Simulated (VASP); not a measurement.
# KBr (R-3m) in VASP: notebook, part 2 of 2

VASP 6.6.1. Earlier steps stand in the parts before.

## (3) Single point, r2SCAN (epitaxial 111 strain +2.9%)

POSCAR reads:

```
KBr
1.0
    4.0181233363     -0.0714552532     -0.0714552532
   -0.0714552532      4.0181233363     -0.0714552532
   -0.0714552532     -0.0714552532      4.0181233363
K Br
1 1
Direct
    0.0000000000      0.0000000000      0.0000000000
    0.5000000000      0.5000000000      0.5000000000
```

INCAR.step1 reads:

```
SYSTEM = KBr
PREC     = Accurate       ! precision mode
ENCUT    = 520            ! plane-wave cutoff, eV
ISMEAR   = 0              ! smearing method
SIGMA    = 0.01           ! smearing width, eV
LREAL    = .FALSE.        ! projectors in reciprocal space
LASPH    = .TRUE.         ! aspherical terms in the spheres
NELM     = 100            ! most SCF steps
NBANDS   = 15             ! bands
GGA      = PE             ! functional
ALGO     = Normal         ! electronic algorithm
EDIFF    = 1E-4           ! SCF threshold, eV
LWAVE    = .TRUE.         ! write WAVECAR
LCHARG   = .FALSE.        ! write CHGCAR
```

INCAR.step2 reads:

```
SYSTEM = KBr
PREC     = Accurate       ! precision mode
ENCUT    = 520            ! plane-wave cutoff, eV
EDIFF    = 1E-6           ! SCF threshold, eV
ISMEAR   = 0              ! smearing method
SIGMA    = 0.01           ! smearing width, eV
LREAL    = .FALSE.        ! projectors in reciprocal space
LASPH    = .TRUE.         ! aspherical terms in the spheres
NELM     = 100            ! most SCF steps
ALGO     = Normal         ! electronic algorithm
ISIF     = 2              ! what is computed and relaxed
LWAVE    = .FALSE.        ! write WAVECAR
LCHARG   = .TRUE.         ! write CHGCAR
METAGGA  = R2SCAN         ! meta-GGA
LMIXTAU  = .TRUE.       
LELF     = .TRUE.         ! ELF
LVHAR    = .TRUE.       
NBANDS   = 15             ! bands
ISTART   = 1
```

KPOINTS reads:

```
regular mesh
0
G
  6 6 6
  0 0 0
```

Potentials or basis: VASP PAW PBE potentials, release 64 (K_sv, Br).

On the command line:

```sh
cat potpaw_PBE.64/K_sv/POTCAR potpaw_PBE.64/Br/POTCAR > POTCAR
cp INCAR.step1 INCAR
mpirun -np 1 vasp_std > vasp.out
cp INCAR.step2 INCAR
mpirun -np 1 vasp_std > vasp.out
```

OUTCAR:

```text
SYSTEM = KBr
   PREC = Accurate
   ENCUT = 520
   EDIFF = 1E-6
   ISMEAR = 0
   LREAL = .FALSE.
   LASPH = .TRUE.
   NELM = 100
   ISIF = 2
   METAGGA = R2SCAN
   ISTART = 1

 ion  position               nearest neighbor table
   1  0.000  0.000  0.000-
   2  0.500  0.500  0.500-

  LATTYP: Found a trigonal (rhomboedric) cell.
 ALAT       =     4.0193938414
 COS(alpha) =    -0.0352279559

  Lattice vectors:

 A1 = (   4.0181233363,  -0.0714552532,  -0.0714552532)
[... 609 lines left out ...]
      9       5.6170      0.00000
     10       6.9689      0.00000
     11       7.3886      0.00000
     12       7.9480      0.00000
     13       9.1426      0.00000
     14       9.5576      0.00000
     15      10.8364      0.00000

 [... further k-points ...]
[... 5 lines left out ...]
  --------------------------------------------------------------------------------------
  -------------------------------------------------------------------------------------
  Total       -0.1850727     -0.1850727     -0.1850727      0.0984158      0.0984158      0.0984158
  in kB       -4.5750976     -4.5750976     -4.5750976      2.4328917      2.4328917      2.4328917
  external PRESSURE =      -4.5750976 kB  Pullay stress =       0.0000000 kB

 VOLUME and BASIS-vectors are now :
 -----------------------------------------------------------------------------
  energy-cutoff  :      520.00
  volume of cell :       64.81
      direct lattice vectors                 reciprocal lattice vectors
     4.018123336 -0.071455253 -0.071455253     0.249032762  0.004508790  0.004508790
    -0.071455253  4.018123336 -0.071455253     0.004508790  0.249032762  0.004508790
    -0.071455253 -0.071455253  4.018123336     0.004508790  0.004508790  0.249032762

 POSITION                                       TOTAL-FORCE (eV/Angst)
 -----------------------------------------------------------------------------------
      0.00000      0.00000      0.00000         0.000000      0.000000      0.000000
      1.93761      1.93761      1.93761        -0.000000     -0.000000      0.000000
 -----------------------------------------------------------------------------------
    total drift:                                0.000000      0.000000     -0.000000

  FREE ENERGIE OF THE ION-ELECTRON SYSTEM (eV)
  ---------------------------------------------------
  free  energy   TOTEN  =       -23.1358359660 eV

  energy  without entropy=      -23.1358359660  energy(sigma->0) =      -23.13583597
```

OUTCAR.step1:

```text
SYSTEM = KBr
   PREC = Accurate
   ENCUT = 520
   ISMEAR = 0
   LREAL = .FALSE.
   LASPH = .TRUE.
[... 655 lines left out ...]
      0.00000      0.00000      0.00000        -0.000000     -0.000000     -0.000000
      1.93761      1.93761      1.93761         0.000000      0.000000      0.000000
 -----------------------------------------------------------------------------------
    total drift:                                0.000000      0.000000     -0.000000

  FREE ENERGIE OF THE ION-ELECTRON SYSTEM (eV)
  ---------------------------------------------------
  free  energy   TOTEN  =        -6.0728258699 eV

  energy  without entropy=       -6.0728258699  energy(sigma->0) =       -6.07282587
```

OSZICAR.step1:

```text
N       E                     dE             d eps       ncg     rms          rms(c)
DAV:   1     0.959215249433E+02    0.95922E+02   -0.70714E+03   960   0.955E+02
DAV:   2    -0.775125267872E+00   -0.96697E+02   -0.89945E+02  1244   0.230E+02
DAV:   3    -0.606391665457E+01   -0.52888E+01   -0.52600E+01  1359   0.477E+01
DAV:   4    -0.627061801086E+01   -0.20670E+00   -0.20668E+00  1379   0.782E+00
DAV:   5    -0.627229045780E+01   -0.16724E-02   -0.16724E-02  1380   0.816E-01    0.271E+00
DAV:   6    -0.609824294092E+01    0.17405E+00   -0.15310E-01  1184   0.223E+00    0.201E+00
DAV:   7    -0.606955557118E+01    0.28687E-01   -0.90671E-02  1254   0.191E+00    0.970E-01
DAV:   8    -0.607249413866E+01   -0.29386E-02   -0.13579E-02  1251   0.849E-01    0.114E-01
DAV:   9    -0.607266421753E+01   -0.17008E-03   -0.40958E-04  1331   0.159E-01    0.784E-02
DAV:  10    -0.607282474693E+01   -0.16053E-03   -0.20852E-04  1001   0.104E-01    0.141E-02
DAV:  11    -0.607282586993E+01   -0.11230E-05   -0.82487E-06   739   0.218E-02
   1 F= -.60728259E+01 E0= -.60728259E+01  d E =-.796412E-30
```

Run time: 72 s. Hardware: 1 thread of Intel Xeon Platinum 8375C at 2.90GHz (Ice Lake), shared host; peak memory 0.18 GiB.

What came out:

```yaml
Free_energy: -23.1358 eV
Pressure: -0.5 GPa
Band_gap_on_the_k_mesh: 4.67 eV (least direct gap 4.91 eV)
```

Stress tensor (GPa, compression positive):
```
-0.46  0.24  0.24
 0.24 -0.46  0.24
 0.24  0.24 -0.46
```

Caveat: the cell differs from its parent crystal (epitaxial 111 strain +2.9%); the structure was generated, so it needn't be the stable form of KBr; the PAW data sets were made with another functional, which shifts forces and pressure a little.
